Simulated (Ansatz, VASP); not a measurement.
# Al in VASP and in Ansatz

The input INCAR:

```
SYSTEM = Al
PREC = Accurate
ENCUT = 520
EDIFF = 1E-6
ISMEAR = -1
SIGMA = 0.05
LREAL = .FALSE.
LASPH = .TRUE.
NELM = 60
ALGO = Normal
ISIF = 2
LWAVE = .FALSE.
LCHARG = .FALSE.
GGA = PS
NBANDS = 8
```

Contents of KPOINTS:

```
regular mesh
0
G
  14 14 14
  0 0 0
```

File POSCAR:

```
Al
1.0
    0.0000000000      2.0239800000      2.0239800000
    2.0239800000      0.0000000000      2.0239800000
    2.0239800000      2.0239800000      0.0000000000
Al
1
Direct
    0.0000000000      0.0000000000      0.0000000000
```

Input for Ansatz:

```yaml
crystal:
  lattice:
    - [0.0, 2.02398, 2.02398]
    - [2.02398, 0.0, 2.02398]
    - [2.02398, 2.02398, 0.0]
  atoms:
    - { symbol: Al, position: [0.0, 0.0, 0.0] }
kpoints:
  mp_grid: { grid: [14, 14, 14] }
  band_path:
    path:
      - [0.0, 0.0, 0.0]
      - [0.5, 0.0, 0.5]
      - [0.625, 0.25, 0.625]
      - [0.375, 0.375, 0.75]
      - [0.0, 0.0, 0.0]
      - [0.5, 0.5, 0.5]
      - [0.5, 0.25, 0.75]
      - [0.5, 0.0, 0.5]
    npoints: 5
scf:
  occupations: { method: fermi_dirac, width: 0.05 }
hamiltonian:
  xc: pbesol
  pseudopotentials: { kind: all_electron, lapw: { basis_error: 0.001 } }
output:
  forces: true
  stress: true
  eigenvalues: true
```

Alike in both runs: task single point; functional PBEsol; k mesh 14 × 14 × 14; occupations fermi-dirac, width 0.05 eV; no spin polarisation.

|  | VASP | Ansatz |
| --- | --- | --- |
| version | VASP 6.6.1 | Ansatz 0.2.0 |
| potentials or method | VASP PAW PBE potentials, release 64 (Al), cutoff 520 eV | all-electron LAPW, scalar-relativistic |

```tsv
	VASP	Ansatz	Ansatz less VASP
pressure (GPa)	-2.1	-2.1	-0.04
```

VASP's potentials were made for PBE, not for PBEsol. Ansatz ran all-electron here, and VASP with PAW potentials.
